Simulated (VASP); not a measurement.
## Fe: single point with PBEsol

Crystal: Fe.

```
Fe
1.0
    -1.26125    1.26125    1.91880
     1.26125   -1.26125    1.91880
     1.26125    1.26125   -1.91880
Fe
1
Direct
  0.00000 0.00000 0.00000
```

* Program: VASP 6.6.1
* Task: single point
* Functional: PBEsol
* Potentials or basis: VASP PAW PBE potentials, release 64 (Fe)
* Cutoff: 520 eV
* k mesh: 10 × 10 × 10
* Occupations: gaussian, width 0.1 eV
* Spin: collinear spin, ferromagnetic start
* Starting moments: [4.0] μB

| Quantity | Value |
| --- | --- |
| Pressure | -10.9 GPa |
| Net moment | 2.60 μB per cell |
| Site moments | Fe +2.59 μB |
| Valence electrons inside the program's atomic spheres | Fe 7.13 |

Stress tensor (GPa, compression positive):
```
-13.82   0.00   0.00
  0.00 -13.82   0.00
  0.00   0.00  -5.05
```

Levels at points of the mesh, in eV from the Fermi level:
Spin up:
```
           k point  band 1  band 2  band 3  band 4  band 5  band 6  band 7  band 8  band 9  band 10
(0.00, 0.00, 0.00)   -8.32   -2.60   -2.22   -2.22   -1.59   -1.20   21.69   24.94   25.89    25.89
(0.50, 0.00, 0.00)   -4.78   -2.68   -2.33   -0.62   -0.36   -0.16    5.91   19.56   22.88    24.33
(0.50, 0.50, 0.00)   -4.87   -4.26   -0.61   -0.44    0.05    2.96    9.67   13.32   13.44    18.23
(0.50, 0.50, 0.50)   -4.85   -4.14   -0.65   -0.29   -0.29    1.40    7.93   14.99   14.99    19.66
```
Spin down:
| k point | band 1 | band 2 | band 3 | band 4 | band 5 | band 6 |
| --- | --- | --- | --- | --- | --- | --- |
| (0.00, 0.00, 0.00) | -7.97 | -0.42 | 0.25 | 0.25 | 1.14 | 1.86 |
| (0.50, 0.00, 0.00) | -3.31 | -0.32 | 0.11 | 0.34 | 2.28 | 2.39 |
| (0.50, 0.50, 0.00) | -3.01 | -2.26 | 2.34 | 2.34 | 2.60 | 3.32 |
| (0.50, 0.50, 0.50) | -3.18 | -2.30 | 1.73 | 2.51 | 2.52 | 2.52 |

Run time: 21 s on 1 thread of Intel Xeon 6975P-C, on a shared host, peak memory 0.15 GiB.

Caveat: the PAW data sets were made with another functional, which shifts forces and pressure a little.
